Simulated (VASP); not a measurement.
## TiO2: single point with r2SCAN+rVV10

The system is TiO2.

```
Ti O
1.0
     4.58468    0.00000    0.00000
     0.00000    4.58468    0.00000
     0.00000    0.00000    2.95192
Ti O
2 4
Direct
  0.00000 0.00000 0.00000
  0.50000 0.50000 0.50000
  0.30429 0.30429 0.00000
  0.69571 0.69571 0.00000
  0.19571 0.80429 0.50000
  0.80429 0.19571 0.50000
```

```yaml
Program: VASP 6.6.1
Task: single point
Functional: r2SCAN
Dispersion: rVV10
Potentials_or_basis: VASP PAW PBE potentials, release 64 (Ti_sv, O)
Cutoff: 660 eV
k_mesh: 6 × 6 × 10
Occupations: gaussian, width 0.02 eV
Spin: no spin polarisation
```

| Property | Result |
| --- | --- |
| Pressure | 0.9 GPa |
| Largest force | 0.024 eV/Å |
| Band gap on the k mesh | 2.23 eV |

Forces in eV/Å, atoms in the order of the input:
```
Ti   0.000  0.000  0.000
Ti   0.000  0.000  0.000
O   -0.017 -0.017  0.000
O    0.017  0.017  0.000
O    0.017 -0.017  0.000
O   -0.017  0.017  0.000
```

Stress tensor (GPa, compression positive):
```
0.71 0.00 0.00
0.00 0.71 0.00
0.00 0.00 1.33
```

Levels at points of the mesh, in eV from the valence-band top:
| k point | band 20 | band 21 | band 22 | band 23 | band 24 | band 25 | band 26 | band 27 | band 28 | band 29 |
| --- | --- | --- | --- | --- | --- | --- | --- | --- | --- | --- |
| (0.00, 0.00, 0.00) | -2.11 | -0.78 | -0.50 | -0.50 | 0.00 | 2.23 | 2.55 | 2.79 | 2.89 | 2.89 |
| (0.50, 0.00, 0.00) | -3.19 | -1.73 | -1.73 | -0.78 | -0.78 | 2.92 | 2.92 | 3.43 | 3.43 | 3.97 |
| (0.50, 0.50, 0.00) | -2.24 | -1.40 | -1.40 | -1.14 | -1.14 | 2.26 | 2.26 | 2.91 | 2.91 | 4.23 |
| (0.00, 0.00, 0.50) | -2.90 | -2.46 | -2.46 | -1.50 | -1.50 | 3.36 | 3.36 | 3.60 | 3.60 | 4.06 |
| (0.50, 0.00, 0.50) | -2.50 | -2.09 | -2.09 | -1.11 | -1.11 | 2.29 | 2.29 | 3.63 | 3.63 | 4.31 |
| (0.50, 0.50, 0.50) | -2.87 | -1.34 | -1.34 | -0.72 | -0.72 | 2.98 | 2.98 | 3.60 | 3.60 | 3.65 |

Run time: 24 min on 1 thread of Oxide Virtual Turin-like Processor, on a shared host, peak memory 0.45 GiB.

Caveat: the PAW data sets were made with another functional, which shifts forces and pressure a little. A k mesh can miss the band edges.
